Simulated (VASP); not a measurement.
# GaSb (Immm) in VASP: single point with LDA

Aim: the single point of GaSb with LDA.

Program: VASP 6.6.1. These are calculated values, not measurements. Logs are shortened: lines on timing, memory, paths and dates and some standing lists are left out, and cuts for length are marked.

## 1. The cell of the first run

The structure is orthorhombic, space group Immm (No. 71). Conventional cell: a = 3.112 Å, b = 5.350 Å, c = 5.787 Å, α = 90.00°, β = 90.00°, γ = 90.00°. Ga (site symmetry mmm) has 6 Sb at 2.89 to 3.09 Å and 2 Ga at 3.11 Å within 3.8 Å. Within 3.8 Å of Sb (site symmetry mmm) lie 6 Ga at 2.89 to 3.09 Å and 2 Sb at 3.11 Å.

## 2. Single point, LDA

File INCAR:

```
PREC = Accurate
ENCUT = 500
EDIFF = 1E-6
ISMEAR = 1
SIGMA = 0.01
LREAL = F
LASPH = T
NELM = 120
ALGO = Normal
ISIF = 2
LWAVE = F
LCHARG = T
GGA = CA
LELF = T
LVHAR = T
NBANDS = 16
GGA_COMPAT = F
```

File KPOINTS:

```
regular mesh
0
Gamma
  6 6 6
```

File POSCAR:

```
GaSb
1.0
   -1.5559010000      2.6750030000      2.8933130000
    1.5559010000     -2.6750030000      2.8933130000
    1.5559010000      2.6750030000     -2.8933130000
Ga Sb
1 1
Direct
    0.0000000000      0.0000000000      0.0000000000
    0.5000000000      0.5000000000      0.0000000000
```

Potentials or basis: VASP PAW LDA potentials, release 64 (Ga_d, Sb).

Launch:

```sh
> cat potpaw_LDA.64/Ga_d/POTCAR potpaw_LDA.64/Sb/POTCAR > POTCAR
> mpirun -np 1 vasp_std > vasp.out
```

OUTCAR:

```text
PREC = Accurate
   ENCUT = 500
   EDIFF = 1E-6
   ISMEAR = 1
   LREAL = F
   LASPH = T
   NELM = 120
   ISIF = 2
   GGA = CA

 ion  position               nearest neighbor table
   1  0.000  0.000  0.000-   2 2.89   2 2.89   2 3.09   2 3.09   2 3.09   2 3.09
   2  0.500  0.500  0.000-   1 2.89   1 2.89   1 3.09   1 3.09   1 3.09   1 3.09

  LATTYP: Found a body centered orthorhombic cell.
 ALAT       =     3.1118020000
 B/A-ratio  =     1.7192629865
 C/A-ratio  =     1.8595739703

  Lattice vectors:

 A1 = (  -1.5559010000,   2.6750030000,   2.8933130000)
 A2 = (   1.5559010000,  -2.6750030000,   2.8933130000)
 A3 = (   1.5559010000,   2.6750030000,  -2.8933130000)

Analysis of symmetry for initial positions (statically):
=====================================================================
 Subroutine PRICEL returns:
 Original cell was already a primitive cell.

 Routine SETGRP: Setting up the symmetry group for a
 body centered orthorhombic supercell.

 Subroutine GETGRP returns: Found  8 space group operations
 (whereof  8 operations were pure point group operations)
 out of a pool of  8 trial point group operations.

The static configuration has the point symmetry D_2h.

Analysis of symmetry for dynamics (positions and initial velocities):
=====================================================================
 Subroutine PRICEL returns:
 Original cell was already a primitive cell.

 Routine SETGRP: Setting up the symmetry group for a
 body centered orthorhombic supercell.

 Subroutine GETGRP returns: Found  8 space group operations
 (whereof  8 operations were pure point group operations)
 out of a pool of  8 trial point group operations.

The dynamic configuration has the point symmetry D_2h.

 Subroutine INISYM returns: Found  8 space group operations
 (whereof  8 operations are pure point group operations),
 and found     1 'primitive' translations

----------------------------------------------------------------------------------------

                                     Primitive cell

  volume of cell :      48.1683

  direct lattice vectors                    reciprocal lattice vectors
    -1.555901000  2.675003000  2.893313000     0.000000000  0.186915678  0.172812274
     1.555901000 -2.675003000  2.893313000     0.321357207  0.000000000  0.172812274
     1.555901000  2.675003000 -2.893313000     0.321357207  0.186915678  0.000000000

  length of vectors
     4.236476022  4.236476022  4.236476022     0.254561491  0.364876057  0.371763265

  position of ions in fractional coordinates (direct lattice)
     0.000000000  0.000000000  0.000000000
     0.500000000  0.500000000  0.000000000

  ion indices of the primitive-cell ions
   primitive index   ion index
                 1           1
                 2           2

----------------------------------------------------------------------------------------

 KPOINTS: regular mesh

Automatic generation of k-mesh.
 Grid dimensions read from file:
 generate k-points for:    6    6    6

 Generating k-lattice:

  Cartesian coordinates                     Fractional coordinates (reciprocal lattice)
     0.000000000  0.031152613  0.028802046     0.166666667  0.000000000  0.000000000
     0.053559535  0.000000000  0.028802046     0.000000000  0.166666667  0.000000000
     0.053559535  0.031152613  0.000000000     0.000000000  0.000000000  0.166666667

  Length of vectors
     0.042426915  0.060812676  0.061960544

  Shift w.r.t. Gamma in fractional coordinates (k-lattice)
     0.000000000  0.000000000  0.000000000

 Subroutine IBZKPT returns following result:
 ===========================================

 Found     46 irreducible k-points:

 Following reciprocal coordinates:
            Coordinates               Weight
  0.000000  0.000000  0.000000      1.000000
  0.166667  0.000000 -0.000000      4.000000
  0.333333  0.000000 -0.000000      4.000000
  0.500000  0.000000 -0.000000      2.000000
  0.000000  0.166667  0.000000      4.000000
  0.166667  0.166667 -0.000000      8.000000
[... 16 lines left out ...]
 -0.166667  0.166667  0.166667      2.000000
  0.166667  0.333333  0.166667      4.000000
 [... further k-points ...]
   k-points           NKPTS =     46   k-points in BZ     NKDIM =     46   number of bands    NBANDS=     16
   number of dos      NEDOS =    301   number of ions     NIONS =      2
   total plane-waves  NPLWV =  32768
   dimension x,y,z NGX =    32 NGY =   32 NGZ =   32
   dimension x,y,z NGXF=    64 NGYF=   64 NGZF=   64
   ions per type =               1   1
   NGX,Y,Z   is equivalent  to a cutoff of  12.56, 12.56, 12.56 a.u.
   NGXF,Y,Z  is equivalent  to a cutoff of  25.11, 25.11, 25.11 a.u.
 SYSTEM =  unknown system
   PREC   = accura    normal or accurate (medium, high low for compatibility)
   ISTART =      0    job   : 0-new  1-cont  2-samecut
   ICHARG =      2    charge: 1-file 2-atom 10-const
   ISPIN  =      1    spin polarized calculation?
   LNONCOLLINEAR =      F non collinear calculations
   LSORBIT =      F    spin-orbit coupling
   LASPH  =      T    aspherical Exc in radial PAW
   ENCUT  =  500.0 eV  36.75 Ry    6.06 a.u.   7.72  7.72  7.72*2*pi/ulx,y,z
   NELM   =    120;   NELMIN=  2; NELMDL= -5     # of ELM steps
   EDIFF  = 0.1E-05   stopping-criterion for ELM
   LREAL  =      F    real-space projection
   EDIFFG = 0.1E-04   stopping-criterion for IOM
   NSW    =      0    number of steps for IOM
   IBRION =     -1    ionic relax: 0-MD 1-quasi-New 2-CG
   NFREE  =      0    steps in history (QN), initial steepest desc. (CG)
   ISIF   =      2    stress and relaxation
   ISYM   =      2    0-nonsym 1-usesym 2-fastsym
   POTIM  = 0.5000    time-step for ionic-motion
   TEBEG  =    0.0;   TEEND  =   0.0 temperature during run
   PSTRESS=    0.0 pullay stress
   NELECT =      18.0000    total number of electrons
   NUPDOWN=      -1.0000    fix difference up-down
   EMIN   =  10.00;   EMAX   =-10.00  energy-range for DOS
   EFERMI =   0.00;   METHOD = LEGACY
   ISMEAR =     1;   SIGMA  =   0.01  broadening in eV -4-tet -1-fermi 0-gaus
   EFERMI_NEDOS =   21; number of points for ismear=-14 and -15
   IALGO  =     38    algorithm
   IMIX   =      4    mixing-type and parameters
     AMIX     =   0.40;   BMIX     =  1.00
     AMIX_MAG =   1.60;   BMIX_MAG =  1.00
  volume/ion in A,a.u.               =      24.08       162.53
  Fermi-wavevector in a.u.,A,eV,Ry     =   1.179176  2.228319 18.918287  1.390455
  Thomas-Fermi vector in A             =   2.315491
   LORBIT       =      0    0 simple, 1 ext, 2 COOP (PROOUT), +10 PAW based schemes
   GGA     = CA    functional components
   LHFCALC =     F    Hartree Fock is set to
   AEXX    =    0.0000 exact exchange contribution
   IVDW    =     0    specifies the selected vdW correction
   LEPSILON=     F    determine dielectric tensor
   LRPA    =     F    only Hartree local field effects (RPA)
 non-spin polarized calculation
 Methfessel and Paxton  Order N= 1 SIGMA  =   0.01
  energy-cutoff  :      500.00
  volume of cell :       48.17
 maximum number of plane-waves:      1242
   NGX = 15   NGY = 15   NGZ = 15

 number of electron      17.9999989 magnetization

 Free energy of the ion-electron system (eV)
  ---------------------------------------------------
  ext. energy  EPLUGINS =         0.00000000
  ---------------------------------------------------
  free energy    TOTEN  =        -8.32502198 eV

  energy without entropy =       -8.32496677  energy(sigma->0) =       -8.32500358

 E-fermi :   6.5788     XC(G=0): -10.4688

 val. band max:        6.5776758492   @ k =  -0.3333   0.5000   0.3333
 cond. band min:       6.6485624291   @ k =   0.5000   0.5000   0.3333
 fundamental gap:      0.0708865799
 Fermi energy:         6.5788009190

 k-point     1 :       0.0000    0.0000    0.0000
  band No.  band energies     occupation
      1      -8.5738      2.00000
      2      -8.4839      2.00000
      3      -8.4810      2.00000
      4      -8.4629      2.00000
      5      -8.4296      2.00000
      6      -5.5928      2.00000
[... 8 lines left out ...]
     15      15.4196      0.00000
     16      16.5365      0.00000

 k-point     2 :       0.1667    0.0000   -0.0000
  band No.  band energies     occupation
      1      -8.5724      2.00000
      2      -8.4888      2.00000
      3      -8.4780      2.00000
      4      -8.4628      2.00000
      5      -8.4290      2.00000
      6      -5.3621      2.00000
[... 8 lines left out ...]
     15      15.8491      0.00000
     16      17.2165      0.00000

 k-point     3 :       0.3333    0.0000   -0.0000
  band No.  band energies     occupation
      1      -8.5701      2.00000
      2      -8.4984      2.00000
      3      -8.4722      2.00000
      4      -8.4627      2.00000
      5      -8.4279      2.00000
      6      -4.7347      2.00000
[... 8 lines left out ...]
     15      15.3855      0.00000
     16      16.4583      0.00000

 k-point     4 :       0.5000    0.0000   -0.0000
  band No.  band energies     occupation
      1      -8.5691      2.00000
      2      -8.5031      2.00000
      3      -8.4693      2.00000
      4      -8.4628      2.00000
      5      -8.4272      2.00000
      6      -4.2183      2.00000
[... 8 lines left out ...]
     15      16.1460      0.00000
     16      18.0108      0.00000
[... 324 lines left out ...]
 k-point    22 :       0.3333    0.1667    0.1667
  band No.  band energies     occupation
      1      -8.5251      2.00000
      2      -8.4931      2.00000
      3      -8.4771      2.00000
      4      -8.4626      2.00000
      5      -8.4514      2.00000
      6      -2.5883      2.00000
[... 8 lines left out ...]
     15      15.3263      0.00000
     16      16.3034      0.00000

 k-point    23 :      -0.1667    0.1667    0.1667
  band No.  band energies     occupation
      1      -8.5194      2.00000
      2      -8.4876      2.00000
      3      -8.4765      2.00000
      4      -8.4672      2.00000
      5      -8.4573      2.00000
      6      -3.8940      2.00000
[... 8 lines left out ...]
     15      14.1131      0.00000
     16      17.1394      0.00000

 k-point    24 :       0.1667    0.3333    0.1667
  band No.  band energies     occupation
      1      -8.5433      2.00000
      2      -8.4942      2.00000
      3      -8.4899      2.00000
      4      -8.4586      2.00000
      5      -8.4146      2.00000
      6      -1.5231      2.00000
[... 8 lines left out ...]
     15      13.8531      0.00000
     16      16.1216      0.00000

 [... further k-points ...]

------------------------ aborting loop because EDIFF is reached ----------------------------------------

  FORCE on cell =-STRESS in cart. coord.  units (eV):
  Direction    XX          YY          ZZ          XY          YZ          ZX
  --------------------------------------------------------------------------------------
  -------------------------------------------------------------------------------------
  Total       -1.8189352     -1.4535505     -0.4913092     -0.0000000      0.0000000      0.0000000
  in kB      -60.5015038    -48.3480628    -16.3419486     -0.0000000      0.0000000      0.0000000
  external PRESSURE =     -41.7305051 kB  Pullay stress =       0.0000000 kB

 VOLUME and BASIS-vectors are now :
 -----------------------------------------------------------------------------
  energy-cutoff  :      500.00
  volume of cell :       48.17
      direct lattice vectors                 reciprocal lattice vectors
    -1.555901000  2.675003000  2.893313000     0.000000000  0.186915678  0.172812274
     1.555901000 -2.675003000  2.893313000     0.321357207  0.000000000  0.172812274
     1.555901000  2.675003000 -2.893313000     0.321357207  0.186915678  0.000000000

 POSITION                                       TOTAL-FORCE (eV/Angst)
 -----------------------------------------------------------------------------------
      0.00000      0.00000      0.00000        -0.000000     -0.000000      0.000000
      0.00000      0.00000      2.89331         0.000000      0.000000     -0.000000
 -----------------------------------------------------------------------------------
    total drift:                               -0.000000      0.000000      0.000000

  FREE ENERGIE OF THE ION-ELECTRON SYSTEM (eV)
  ---------------------------------------------------
  free  energy   TOTEN  =        -8.3250219794 eV

  energy  without entropy=       -8.3249667697  energy(sigma->0) =       -8.32500358
```

Wall time 14 s (1 thread of Intel Xeon Platinum 8488C (Sapphire Rapids), shared host); peak memory 0.17 GiB.

Results:

| Property | Result |
| --- | --- |
| Free energy | -8.3250 eV |
| Pressure | -4.2 GPa |
| Band gap on the k mesh | zero (bands 9 and 10 overlap by 4.39 eV) |

Stress tensor (GPa, compression positive):
```
-6.05  0.00  0.00
 0.00 -4.83  0.00
 0.00  0.00 -1.63
```

Levels at points of the mesh, in eV from the Fermi level:
| k point | band 5 | band 6 | band 7 | band 8 | band 9 | band 10 | band 11 | band 12 | band 13 | band 14 |
| --- | --- | --- | --- | --- | --- | --- | --- | --- | --- | --- |
| (0.00, 0.00, 0.00) | -15.01 | -12.17 | -3.50 | -2.34 | -1.91 | 3.23 | 5.04 | 5.89 | 7.25 | 7.81 |
| (0.50, 0.00, 0.00) | -15.01 | -10.80 | -8.22 | -0.42 | 1.29 | 1.80 | 2.35 | 4.52 | 6.77 | 8.50 |
| (0.00, 0.50, 0.00) | -14.99 | -8.30 | -6.23 | -2.27 | -0.65 | -0.45 | 0.92 | 2.61 | 3.48 | 8.58 |
| (0.50, 0.50, 0.00) | -14.99 | -8.27 | -5.23 | -3.27 | -2.25 | -1.90 | 3.16 | 3.61 | 6.19 | 7.15 |
| (0.50, 0.50, 0.50) | -15.00 | -9.79 | -6.15 | -5.26 | -4.96 | 3.03 | 6.89 | 9.28 | 9.93 | 9.94 |

Caveat: the k points lie up to 0.38 Å⁻¹ apart, too coarse for converged energies and pressures of a metal; spin-orbit coupling is left out, which moves the levels of the heavy elements.
